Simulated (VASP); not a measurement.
A run of VASP 6.6.1 is set up as follows.

INCAR

```
SYSTEM = LiNbO3
  PREC = Accurate
  ENCUT = 520
  EDIFF = 1E-6
  ISMEAR = 0
  SIGMA = 0.01
  LREAL = .False.
  LASPH = .True.
  NELM = 80
  ALGO = Normal
  ISIF = 2
  LWAVE = .False.
  LCHARG = .False.
  GGA = CA
  NBANDS = 45
```

File KPOINTS:

```
regular mesh
0
Gamma
  4 4 4
  0 0 0
```

The input POSCAR:

```
LiNbO3
1.0
    2.5756485575      1.4870513880      4.6218000000
   -2.5756485575      1.4870513880      4.6218000000
    0.0000000000     -2.9741027760      4.6218000000
Li Nb O
2 2 6
Direct
    0.3021000000      0.3021000000      0.3021000000
    0.8021000000      0.8021000000      0.8021000000
    0.0192000000      0.0192000000      0.0192000000
    0.5192000000      0.5192000000      0.5192000000
    0.1311000000      0.3783000000      0.7405000000
    0.7405000000      0.1311000000      0.3783000000
    0.3783000000      0.7405000000      0.1311000000
    0.2405000000      0.8783000000      0.6311000000
    0.8783000000      0.6311000000      0.2405000000
    0.6311000000      0.2405000000      0.8783000000
```

Potentials or basis: VASP PAW LDA potentials, release 64 (Li_sv, Nb_sv, O).

Command:

```bash
$ cat potpaw_LDA.64/Li_sv/POTCAR potpaw_LDA.64/Nb_sv/POTCAR potpaw_LDA.64/O/POTCAR > POTCAR
$ mpirun -np 1 vasp_std > vasp.out
```

Question: Estimate the largest force.

Answer: 0.145 eV/Å.

Question: Estimate the band gap on the k mesh.

Answer: 3.49 eV, direct.

Forces in eV/Å, atoms in the order of the input:
```
Li   0.000  0.000 -0.009
Li   0.000  0.000 -0.009
Nb   0.000  0.000 -0.145
Nb   0.000  0.000 -0.145
O    0.066  0.064  0.051
O   -0.088  0.025  0.051
O    0.022 -0.089  0.051
O   -0.022 -0.089  0.051
O   -0.066  0.064  0.051
O    0.088  0.025  0.051
```

 A k mesh can miss the band edges.
